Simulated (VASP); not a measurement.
**P2C: single point with PBE**

P2C:

```
P C
1.0
     2.88582    0.00000    0.00000
     0.00000    2.88582    0.00000
     0.00000    0.00000    7.30177
P C
4 2
Cartesian
  0.0000 1.4429 2.7846
  1.4429 0.0000 0.8663
  0.0000 1.4429 4.5172
  1.4429 0.0000 6.4355
  0.0000 0.0000 5.4763
  0.0000 0.0000 1.8254
```

The cell was generated, and may not be a known phase.

```json
{
 "Program": "VASP 6.6.1",
 "Task": "single point",
 "Functional": "PBE",
 "Potentials or basis": "VASP PAW PBE potentials, release 64 (P, C)",
 "Cutoff": "520 eV",
 "k mesh": "6 × 6 × 4",
 "Occupations": "gaussian, width 0.1 eV",
 "Spin": "no spin polarisation",
 "Dipole correction": "no",
 "Further INCAR settings": "ALGO = Normal; EDIFF = 1e-07; NBANDS = 23"
}
```

The pressure is 82.4 GPa and the largest force is 7.983 eV/Å. The band gap on the k mesh is zero (bands 14 and 15 overlap by 2.02 eV).

Forces on the atoms (eV/Å):
```
P    0.000  0.000 -7.983
P    0.000  0.000  7.983
P    0.000  0.000  7.983
P    0.000  0.000 -7.983
C    0.000  0.000  0.000
C    0.000  0.000  0.000
```

Stress tensor (GPa, compression positive):
```
 36.54   0.00   0.00
  0.00  36.54   0.00
  0.00   0.00 174.07
```

Levels at points of the mesh, in eV from the Fermi level:
```tsv
k point	band 10	band 11	band 12	band 13	band 14	band 15	band 16	band 17	band 18	band 19
(0.00, 0.00, 0.00)	-5.07	-1.21	-0.96	-0.96	-0.71	0.21	1.00	2.67	2.67	3.33
(0.50, 0.00, 0.00)	-5.99	-5.85	-2.51	-0.34	0.23	2.07	2.26	2.54	2.76	3.25
(0.50, 0.50, 0.00)	-8.14	-7.49	-5.65	-5.57	-1.61	1.11	1.70	1.70	2.27	2.27
(0.00, 0.00, 0.50)	-7.12	-0.77	-0.77	-0.17	-0.17	0.48	0.48	0.92	0.92	3.31
(0.50, 0.00, 0.50)	-6.03	-6.02	-0.61	-0.59	-0.32	1.48	2.04	2.40	2.69	3.11
(0.50, 0.50, 0.50)	-8.80	-7.51	-7.51	-2.48	-2.48	0.17	0.17	0.86	0.86	5.93
```

It took 51 s on 1 thread of Intel(R) Xeon(R) Platinum 8259CL CPU @ 2.50GHz (Skylake/Cascade Lake), with other jobs on the host, peak memory 0.18 GiB.

Caveat: the k points lie up to 0.36 Å⁻¹ apart, too coarse for converged energies and pressures of a metal; forces of over 1 eV/Å act on the atoms, so gaps and moduli don't describe the material at rest.
